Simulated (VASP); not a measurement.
# Si (Fm-3m) in VASP: notebook

Runs on Si. Level: PBEsol. Tasks: single point, relaxation of cell and atoms.

Program: VASP 6.6.1. These are calculated values, not measurements. Logs are shortened: lines on timing, memory, paths and dates and some standing lists are left out, and cuts for length are marked.

### 1 The cell of the first run

It takes space group Fm-3m (No. 225, cubic). Conventional cell: a = 3.206 Å, b = 3.206 Å, c = 3.206 Å, α = 90.00°, β = 90.00°, γ = 90.00°. Within 3.0 Å of Si (site symmetry m-3m) lie 12 Si at 2.27 Å.

This isn't the form of Si at room conditions, which is diamond.

### 2 Single point, PBEsol (8.24 Å³/atom)

INCAR

```
SYSTEM = Si
  PREC = Accurate
  ENCUT = 500
  EDIFF = 1E-6
  ISMEAR = -1
  SIGMA = 0.1
  LREAL = .FALSE.
  LASPH = .TRUE.
  NELM = 120
  ALGO = Normal
  ISIF = 2
  LWAVE = .FALSE.
  LCHARG = .FALSE.
  GGA = PS
  NBANDS = 8
  GGA_COMPAT = .FALSE.
```

KPOINTS

```
regular mesh
0
G
  20 20 20
  0 0 0
```

POSCAR

```
Si
1.0
    0.0000000000      1.6029487856      1.6029487856
    1.6029487856      0.0000000000      1.6029487856
    1.6029487856      1.6029487856      0.0000000000
Si
1
Direct
    0.0000000000      0.0000000000      0.0000000000
```

Potentials or basis: VASP PAW PBE potentials, release 64 (Si).

Command:

```sh
cat potpaw_PBE.64/Si/POTCAR > POTCAR
mpirun -np 1 vasp_std > vasp.out
```

OUTCAR:

```text
SYSTEM = Si
   PREC = Accurate
   ENCUT = 500
   EDIFF = 1E-6
   ISMEAR = -1
   LREAL = .FALSE.
   LASPH = .TRUE.
   NELM = 120
   ISIF = 2
   GGA = PS

 ion  position               nearest neighbor table
   1  0.000  0.000  0.000-

  LATTYP: Found a face centered cubic cell.
 ALAT       =     3.2058975712

  Lattice vectors:

 A1 = (   0.0000000000,   1.6029487856,   1.6029487856)
 A2 = (   1.6029487856,   0.0000000000,   1.6029487856)
 A3 = (   1.6029487856,   1.6029487856,   0.0000000000)

Analysis of symmetry for initial positions (statically):
=====================================================================
 Subroutine PRICEL returns:
 Original cell was already a primitive cell.

 Routine SETGRP: Setting up the symmetry group for a
 face centered cubic supercell.

 Subroutine GETGRP returns: Found 48 space group operations
 (whereof 48 operations were pure point group operations)
 out of a pool of 48 trial point group operations.

The static configuration has the point symmetry O_h .

Analysis of symmetry for dynamics (positions and initial velocities):
=====================================================================
 Subroutine PRICEL returns:
 Original cell was already a primitive cell.

 Routine SETGRP: Setting up the symmetry group for a
 face centered cubic supercell.

 Subroutine GETGRP returns: Found 48 space group operations
 (whereof 48 operations were pure point group operations)
 out of a pool of 48 trial point group operations.

The dynamic configuration has the point symmetry O_h .

 Subroutine INISYM returns: Found 48 space group operations
 (whereof 48 operations are pure point group operations),
 and found     1 'primitive' translations

----------------------------------------------------------------------------------------

                                     Primitive cell

  volume of cell :       8.2374

  direct lattice vectors                    reciprocal lattice vectors
     0.000000000  1.602948786  1.602948786    -0.311925125  0.311925125  0.311925125
     1.602948786  0.000000000  1.602948786     0.311925125 -0.311925125  0.311925125
     1.602948786  1.602948786  0.000000000     0.311925125  0.311925125 -0.311925125

  length of vectors
     2.266911912  2.266911912  2.266911912     0.540270164  0.540270164  0.540270164

  position of ions in fractional coordinates (direct lattice)
     0.000000000  0.000000000  0.000000000

[... 75 lines left out ...]
   EDIFF  = 0.1E-05   stopping-criterion for ELM
   LREAL  =      F    real-space projection
   EDIFFG = 0.1E-04   stopping-criterion for IOM
   NSW    =      0    number of steps for IOM
   IBRION =     -1    ionic relax: 0-MD 1-quasi-New 2-CG
   NFREE  =      0    steps in history (QN), initial steepest desc. (CG)
   ISIF   =      2    stress and relaxation
   ISYM   =      2    0-nonsym 1-usesym 2-fastsym
   POTIM  = 0.5000    time-step for ionic-motion
   TEBEG  =    0.0;   TEEND  =   0.0 temperature during run
   PSTRESS=    0.0 pullay stress
   NELECT =       4.0000    total number of electrons
   NUPDOWN=      -1.0000    fix difference up-down
   EMIN   =  10.00;   EMAX   =-10.00  energy-range for DOS
   EFERMI =   0.00;   METHOD = LEGACY
   ISMEAR =    -1;   SIGMA  =   0.10  broadening in eV -4-tet -1-fermi 0-gaus
   EFERMI_NEDOS =   21; number of points for ismear=-14 and -15
   IALGO  =     38    algorithm
   IMIX   =      4    mixing-type and parameters
     AMIX     =   0.40;   BMIX     =  1.00
     AMIX_MAG =   1.60;   BMIX_MAG =  1.00
  volume/ion in A,a.u.               =       8.24        55.59
  Fermi-wavevector in a.u.,A,eV,Ry     =   1.286763  2.431629 22.527964  1.655759
  Thomas-Fermi vector in A             =   2.418818
   LORBIT       =      0    0 simple, 1 ext, 2 COOP (PROOUT), +10 PAW based schemes
   GGA     = PS    functional components
   LHFCALC =     F    Hartree Fock is set to
   AEXX    =    0.0000 exact exchange contribution
   IVDW    =     0    specifies the selected vdW correction
   LEPSILON=     F    determine dielectric tensor
   LRPA    =     F    only Hartree local field effects (RPA)
 non-spin polarized calculation
  energy-cutoff  :      500.00
  volume of cell :        8.24
 maximum number of plane-waves:       222
 NGX is ok and might be reduce to    18
   NGX =  9   NGY =  9   NGZ =  9

 number of electron       4.0000000 magnetization

 Free energy of the ion-electron system (eV)
  ---------------------------------------------------
  ext. energy  EPLUGINS =         0.00000000
  ---------------------------------------------------
  free energy    TOTEN  =        -3.59510505 eV

  energy without entropy =       -3.58651968  energy(sigma->0) =       -3.59081237

 E-fermi :  19.3632     XC(G=0): -13.6670

 val. band max:       19.3598477937   @ k =  -0.4000   0.3500   0.1500
 cond. band min:      19.3927653669   @ k =  -0.2500   0.3000   0.0500
 fundamental gap:      0.0329175732
 Fermi energy:        19.3631521360

 k-point     1 :       0.0000    0.0000    0.0000
  band No.  band energies     occupation
      1      -1.2813      2.00000
      2      33.8043      0.00000
      3      33.8043      0.00000
      4      33.8043      0.00000
      5      39.1497      0.00000
      6      39.1497      0.00000
      7      39.1497      0.00000
      8      40.6008      0.00000
[... 243 lines left out ...]
 k-point    24 :      -0.3500    0.0500    0.0000
  band No.  band energies     occupation
      1       4.3428      2.00000
      2      14.9239      2.00000
      3      29.9480      0.00000
      4      32.8787      0.00000
      5      35.1257      0.00000
      6      36.4658      0.00000
      7      39.1567      0.00000
      8      43.4957      0.00000

 [... further k-points ...]

------------------------ aborting loop because EDIFF is reached ----------------------------------------

  FORCE on cell =-STRESS in cart. coord.  units (eV):
  Direction    XX          YY          ZZ          XY          YZ          ZX
  --------------------------------------------------------------------------------------
  -------------------------------------------------------------------------------------
  Total        8.0773614      8.0773614      8.0773614     -0.0000000     -0.0000000      0.0000000
  in kB     1571.0541691   1571.0541691   1571.0541691     -0.0000000     -0.0000000      0.0000000
  external PRESSURE =    1571.0541691 kB  Pullay stress =       0.0000000 kB

 VOLUME and BASIS-vectors are now :
 -----------------------------------------------------------------------------
  energy-cutoff  :      500.00
  volume of cell :        8.24
      direct lattice vectors                 reciprocal lattice vectors
     0.000000000  1.602948786  1.602948786    -0.311925125  0.311925125  0.311925125
     1.602948786  0.000000000  1.602948786     0.311925125 -0.311925125  0.311925125
     1.602948786  1.602948786  0.000000000     0.311925125  0.311925125 -0.311925125

 POSITION                                       TOTAL-FORCE (eV/Angst)
 -----------------------------------------------------------------------------------
      0.00000      0.00000      0.00000         0.000000      0.000000      0.000000
 -----------------------------------------------------------------------------------
    total drift:                                0.000000     -0.000000     -0.000000

  FREE ENERGIE OF THE ION-ELECTRON SYSTEM (eV)
  ---------------------------------------------------
  free  energy   TOTEN  =        -3.5951050500 eV

  energy  without entropy=       -3.5865196835  energy(sigma->0) =       -3.59081237
```

Run time: 23 s. Hardware: 1 thread of Intel Xeon 8259CL, shared host; peak memory 0.12 GiB.

What came out:

* Free energy: -3.5951 eV
* Pressure: 157.1 GPa
* Band gap on the k mesh: zero (bands 2 and 3 overlap by 18.57 eV)

Caveat: the cell stands under pressure; the PAW data sets were made with another functional, which shifts forces and pressure a little.

### 3 Single point, PBEsol

This run uses another cell than the first one, of 14.08 Å³/atom.

INCAR

```
ALGO = Normal
EDIFF = 1E-6
ENCUT = 500
GGA = PS
GGA_COMPAT = F
ISIF = 2
ISMEAR = -1
LASPH = T
LCHARG = F
LREAL = F
LWAVE = F
NBANDS = 8
NELM = 120
PREC = Accurate
SIGMA = 0.1
```

KPOINTS

```
k-points
0
Gamma
  17 17 17
```

POSCAR

```
Si
1.0
    0.0000000000      1.9166126847      1.9166126847
    1.9166126847      0.0000000000      1.9166126847
    1.9166126847      1.9166126847      0.0000000000
Si
1
Direct
    0.0000000000      0.0000000000      0.0000000000
```

Potentials or basis: VASP PAW PBE potentials, release 64 (Si).

Command:

```sh
cat potpaw_PBE.64/Si/POTCAR > POTCAR
mpirun -np 1 vasp_std > vasp.out
```

Run time: 19 s. Hardware: 1 thread of Intel Xeon 8259CL, shared host; peak memory 0.12 GiB.

Results (log left out):

```yaml
Free_energy: -5.3472 eV
Pressure: 0.1 GPa
Band_gap_on_the_k_mesh: zero (bands 2 and 3 overlap by 14.54 eV)
```

Levels at points of the mesh, in eV from the Fermi level:
| k point | band 1 | band 2 | band 3 | band 4 | band 5 | band 6 | band 7 |
| --- | --- | --- | --- | --- | --- | --- | --- |
| (0.00, 0.00, 0.00) | -14.75 | 11.42 | 11.42 | 11.42 | 11.99 | 11.99 | 11.99 |

Caveat: the PAW data sets were made with another functional, which shifts forces and pressure a little.

### 4 Relaxation of cell and atoms, PBEsol

This run uses another cell than the first one, of 16.00 Å³/atom.

INCAR

```
ALGO = Normal
EDIFF = 1E-7
EDIFFG = -0.005
ENCUT = 500
GGA = PS
GGA_COMPAT = False
IBRION = 2
ISIF = 3
ISMEAR = -1
LASPH = True
LCHARG = False
LREAL = False
LWAVE = False
NELM = 120
NELMIN = 4
NSW = 60
PREC = Accurate
SIGMA = 0.1
```

KPOINTS is that of step 3.

POSCAR

```
Si
1.0
    0.0000000000      2.0000000000      2.0000000000
    2.0000000000      0.0000000000      2.0000000000
    2.0000000000      2.0000000000      0.0000000000
Si
1
Direct
    0.0000000000      0.0000000000      0.0000000000
```

Potentials or basis: VASP PAW PBE potentials, release 64 (Si).

Command:

```sh
cat potpaw_PBE.64/Si/POTCAR > POTCAR
mpirun -np 1 vasp_std > vasp.out
```

OUTCAR:

```text
EDIFF = 1E-7
   EDIFFG = -0.005
   ENCUT = 500
   GGA = PS
   IBRION = 2
   ISIF = 3
   ISMEAR = -1
   LASPH = True
   LREAL = False
   NELM = 120
   NELMIN = 4
   NSW = 60
   PREC = Accurate

 ion  position               nearest neighbor table
   1  0.000  0.000  0.000-

  LATTYP: Found a face centered cubic cell.
 ALAT       =     4.0000000000

  Lattice vectors:

 A1 = (   0.0000000000,   2.0000000000,   2.0000000000)
 A2 = (   2.0000000000,   0.0000000000,   2.0000000000)
 A3 = (   2.0000000000,   2.0000000000,   0.0000000000)

Analysis of symmetry for initial positions (statically):
=====================================================================
 Subroutine PRICEL returns:
 Original cell was already a primitive cell.

 Routine SETGRP: Setting up the symmetry group for a
 face centered cubic supercell.

 Subroutine GETGRP returns: Found 48 space group operations
 (whereof 48 operations were pure point group operations)
 out of a pool of 48 trial point group operations.

The static configuration has the point symmetry O_h .

Analysis of symmetry for dynamics (positions and initial velocities):
[... 432 lines left out ...]
 fundamental gap:      0.1320469296
 Fermi energy:        10.5092229702

 k-point     1 :       0.0000    0.0000    0.0000
  band No.  band energies     occupation
      1      -4.2279      2.00000
      2      21.9132      0.00000
      3      21.9132      0.00000
      4      21.9132      0.00000
      5      22.4976      0.00000
      6      22.4976      0.00000
[... 199 lines left out ...]
 k-point    24 :      -0.1176    0.0588    0.0000
  band No.  band energies     occupation
      1      -3.5790      2.00000
      2      16.6239      0.00000
      3      18.5271      0.00000
      4      21.5373      0.00000
      5      23.5482      0.00000
      6      24.3320      0.00000

 [... further k-points ...]

------------------------ aborting loop because EDIFF is reached ----------------------------------------

  FORCE on cell =-STRESS in cart. coord.  units (eV):
  Direction    XX          YY          ZZ          XY          YZ          ZX
  --------------------------------------------------------------------------------------
  -------------------------------------------------------------------------------------
  Total       -0.0011355     -0.0011355     -0.0011355      0.0000000      0.0000000     -0.0000000
  in kB       -0.1290533     -0.1290533     -0.1290533      0.0000000      0.0000000     -0.0000000
  external PRESSURE =      -0.1290533 kB  Pullay stress =       0.0000000 kB

 VOLUME and BASIS-vectors are now :
 -----------------------------------------------------------------------------
  energy-cutoff  :      500.00
  volume of cell :       14.10
      direct lattice vectors                 reciprocal lattice vectors
    -0.000000000  1.917363807  1.917363807    -0.260774715  0.260774715  0.260774715
     1.917363807  0.000000000  1.917363807     0.260774715 -0.260774715  0.260774715
     1.917363807  1.917363807  0.000000000     0.260774715  0.260774715 -0.260774715

 POSITION                                       TOTAL-FORCE (eV/Angst)
 -----------------------------------------------------------------------------------
      1.91736      1.91736      0.00000         0.000000     -0.000000     -0.000000
 -----------------------------------------------------------------------------------
    total drift:                               -0.000000     -0.000000      0.000000

  FREE ENERGIE OF THE ION-ELECTRON SYSTEM (eV)
  ---------------------------------------------------
  free  energy   TOTEN  =        -5.3473044766 eV

  energy  without entropy=       -5.3317242535  energy(sigma->0) =       -5.33951437

 reached required accuracy - stopping structural energy minimisation
```

CONTCAR:

```text
Si
   1.00000000000000
    -0.0000000000000000    1.9173638074147918    1.9173638074147918
     1.9173638074147918    0.0000000000000000    1.9173638074147918
     1.9173638074147918    1.9173638074147918    0.0000000000000000
  Si
     1
Direct
     0.0000000000000000    0.0000000000000000    1.0000000000000000

  0.00000000E+00  0.00000000E+00  0.00000000E+00
```

Wall time 27 s (1 thread of Intel Xeon 8259CL, shared host); peak memory 0.14 GiB.

What came out:

| Quantity | Value |
| --- | --- |
| Free energy | -5.3473 eV |
| Relaxed volume | 14.10 Å³/atom |
| Relaxed cell | a = 2.712 Å, b = 2.712 Å, c = 2.712 Å, α = 60.00°, β = 60.00°, γ = 60.00° |
| Space group after relaxing (to 0.1 Å) | Fm-3m (No. 225) |
| Energy gained by relaxing | 56.7 meV/atom |
| Ionic steps | 2 |
| Pressure after relaxing | 0.0 GPa |
| Band gap on the k mesh | zero (bands 2 and 3 overlap by 14.52 eV) |

Step by step:
```
step  energy change (eV)  largest force (eV/Å)  pressure (GPa)  volume (Å³)
   1              0.0000                0.0000           -8.58        16.00
   2             -0.0567                0.0000           -0.01        14.10
```

Final structure:
```
Si
1.0
     0.00000    1.91736    1.91736
     1.91736    0.00000    1.91736
     1.91736    1.91736    0.00000
Si
1
Cartesian
  1.9174 1.9174 0.0000
```

Levels at points of the mesh, in eV from the Fermi level:
```csv
k point,band 1,band 2,band 3,band 4,band 5
"(0.00, 0.00, 0.00)",-14.74,11.40,11.40,11.40,11.99
```

Caveat: the PAW data sets were made with another functional, which shifts forces and pressure a little.

### 5 Overview

```csv
task,cell,k mesh,gap on the mesh (eV),pressure (GPa)
single point,"a = 2.267 Å, angles 60.0°, 1 atom",20 × 20 × 20,none,157.1
single point,"a = 2.710 Å, angles 60.0°, 1 atom",17 × 17 × 17,none,0.1
relaxation of cell and atoms,"relaxed from a = 2.828 Å, angles 60.0°, 1 atom",17 × 17 × 17,none,0.0
```

Alike in all rows: level PBEsol; potentials or basis VASP PAW PBE potentials, release 64 (Si); no spin polarisation; cutoff (eV) 500; smearing fermi-dirac 0.1 eV.

Caveats: the PAW data sets were made with another functional, which shifts forces and pressure a little; the cell stands under pressure (at least some runs).

Absolute energies hang on the potentials; compare differences alone.
